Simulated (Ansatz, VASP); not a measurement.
# MgS in VASP and in Ansatz

File INCAR:

```
PREC     = Accurate       # precision mode
ENCUT    = 520            # plane-wave cutoff, eV
EDIFF    = 1E-6           # SCF threshold, eV
ISMEAR   = 0              # smearing method
SIGMA    = 0.01           # smearing width, eV
LREAL    = F              # projectors in reciprocal space
LASPH    = T              # aspherical terms in the spheres
NELM     = 100            # most SCF steps
ALGO     = Normal         # electronic algorithm
ISIF     = 2              # what is computed and relaxed
LWAVE    = F              # write WAVECAR
LCHARG   = T              # write CHGCAR
GGA      = PE             # functional
LELF     = T              # ELF
LVHAR    = T            
NBANDS   = 11             # bands
```

File KPOINTS:

```
Automatic mesh
0
Gamma
  8 8 8
```

File POSCAR:

```
MgS
1.0
    0.0000000000      2.6015179371      2.6015179371
    2.6015179371      0.0000000000      2.6015179371
    2.6015179371      2.6015179371      0.0000000000
Mg S
1 1
Direct
    0.0000000000      0.0000000000      0.0000000000
    0.5000000000      0.5000000000      0.5000000000
```

Input for Ansatz:

```yaml
crystal:
  lattice:
    - [0.0, 2.6015179371, 2.6015179371]
    - [2.6015179371, 0.0, 2.6015179371]
    - [2.6015179371, 2.6015179371, 0.0]
  atoms:
    - { symbol: Mg, position: [0.0, 0.0, 0.0] }
    - { symbol: S, position: [0.5, 0.5, 0.5] }
kpoints:
  mp_grid: { grid: [8, 8, 8] }
  band_path:
    path:
      - [0.0, 0.0, 0.0]
      - [0.5, 0.0, 0.5]
      - [0.625, 0.25, 0.625]
      - [0.375, 0.375, 0.75]
      - [0.5, 0.5, 0.5]
      - [0.5, 0.25, 0.75]
      - [0.0, 0.5, 0.5]
    npoints: 1
hamiltonian:
  xc: pbe
scf:
  occupations: { method: fixed }
  n_extra_bands: 4
output:
  forces: true
  stress: true
  eigenvalues: true
```

Alike in both runs: task single point; functional PBE; k mesh 8 × 8 × 8; no spin polarisation.

|  | VASP | Ansatz |
| --- | --- | --- |
| version | VASP 6.6.1 | Ansatz 0.2.0 |
| potentials or method | VASP PAW PBE potentials, release 64 (Mg, S) | plane waves, PAW |
| plane-wave cutoff (eV) | 520 | 420 |
| occupations | gaussian, width 0.01 eV | fixed |
| valence electrons in the cell | 8 | 16 |

VASP gave:

| Item | Value |
| --- | --- |
| gap on the k mesh at the Fermi level (eV) | 2.78 |
| pressure (GPa) | 0.9 |

Problem. What did Ansatz give for the same quantities?

Solution. gap on the k mesh at the Fermi level (eV): 2.79; pressure (GPa): 1.2.

VASP's potentials hold 8 valence electrons a cell and Ansatz's 16, so a difference there can come from the potentials and not from the codes.
